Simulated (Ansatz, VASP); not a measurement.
# Two plane-wave programs on Li

The input INCAR:

```
SYSTEM = Li
PREC = Accurate ; ENCUT = 600
EDIFF = 1E-6 ; ISMEAR = 0
SIGMA = 0.1 ; LREAL = .False.
LASPH = .True. ; NELM = 80
ALGO = Fast ; ISIF = 3
LWAVE = .False. ; LCHARG = .False.
GGA = PE ; IBRION = 2
NSW = 90 ; EDIFFG = -0.04
```

File KPOINTS:

```
Automatic mesh
0
Gamma
  6 6 6
  0 0 0
```

The input POSCAR:

```
Li
1.0
    3.3477200200      0.0000000000      0.0000000000
    0.0000000000      3.3477200200      0.0000000000
    0.0000000000      0.0000000000      2.8080798600
Li
1
Direct
    0.0000000000      0.0000000000      0.0000000000
```

Input for Ansatz:

```yaml
crystal:
  lattice:
    - [3.34772002, 0.0, 0.0]
    - [0.0, 3.34772002, 0.0]
    - [0.0, 0.0, 2.80807986]
  atoms:
    - { symbol: Li, position: [0.0, 0.0, 0.0] }
basis:
  ecutwfc: 420
kpoints:
  mp_grid: { grid: [6, 6, 6] }
hamiltonian:
  xc: pbe
scf:
  occupations: { method: gaussian, width: 0.1 }
  lower_state_search: "off"
output:
  forces: true
  stress: true
  eigenvalues: true
relax:
  adjacent_minimum: "off"
  f_tol: 0.04
  max_steps: 70
  cell: { stress_tol: 0.4 }
```

Alike in both runs: task relaxation of cell and atoms; functional PBE; k mesh 6 × 6 × 6; occupations gaussian, width 0.1 eV; no spin polarisation.

```csv
,VASP,Ansatz
version,VASP 6.6.1,Ansatz 0.2.0
potentials or method,"VASP PAW PBE potentials, release 64 (Li_sv), cutoff 600 eV","scalar-relativistic, plane waves, PAW"
valence electrons in the cell,3,3
```

```csv
,VASP,Ansatz,Ansatz less VASP
"gap on the k mesh at the Fermi level, each at its own relaxed structure (eV)",none,none,-
relaxed volume (Å³/atom),20.10,20.27,+0.175
relaxed cell length with the largest relative difference (Å),2.719,2.731,+0.0119
```

A gap of «none» marks a metal or a gap that the smearing closes.

The k mesh is coarse, so the values compare programs but aren't converged. Noted on VASP's run: the cutoff is short for stress, so the pressure is rough; the volume moved by over 15 % at a fixed basis, so the end points are rough.
